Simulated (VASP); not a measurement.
Crystal: Sr.

```
CELL_PARAMETERS angstrom
-2.42500 2.42500 2.42500
2.42500 -2.42500 2.42500
2.42500 2.42500 -2.42500
ATOMIC_POSITIONS crystal
Sr 0.00000 0.00000 0.00000
```

This isn't the form of Sr at room conditions, which is fcc.

| Quantity | Value |
| --- | --- |
| Program | VASP 6.6.1 |
| Task | relaxation of cell and atoms |
| Functional | PBE |
| Potentials or basis | VASP PAW PBE potentials, release 64 (Sr_sv) |
| Cutoff | 600 eV |
| k mesh | 12 × 12 × 12 |
| Occupations | gaussian, width 0.1 eV |
| Spin | no spin polarisation |

At the start: pressure -0.6 GPa; volume 57.04 Å³/atom.

Where does the relaxation end?

Over 3 steps the energy falls by 6.3 meV/atom and the volume is 53.91 Å³/atom (-5.5 %); space group Im-3m (No. 229, to 0.1 Å) before and after.

Step by step:
| step | energy change (eV) | largest force (eV/Å) | pressure (GPa) | volume (Å³) |
| --- | --- | --- | --- | --- |
| 1 | 0.0000 | 0.0000 | -0.60 | 57.04 |
| 2 | -0.0050 | 0.0000 | -0.29 | 55.29 |
| 3 | -0.0063 | 0.0000 | -0.01 | 53.91 |

Final structure:
```cif
data_structure
_symmetry_space_group_name_H-M 'P 1'
_symmetry_Int_Tables_number 1
_cell_length_a 4.1220
_cell_length_b 4.1220
_cell_length_c 4.1220
_cell_angle_alpha 109.471
_cell_angle_beta 109.471
_cell_angle_gamma 109.471
_cell_volume 53.91
loop_
_atom_site_label
_atom_site_type_symbol
_atom_site_fract_x
_atom_site_fract_y
_atom_site_fract_z
_atom_site_occupancy
Sr1 Sr 0.00000 0.00000 0.00000 1
```
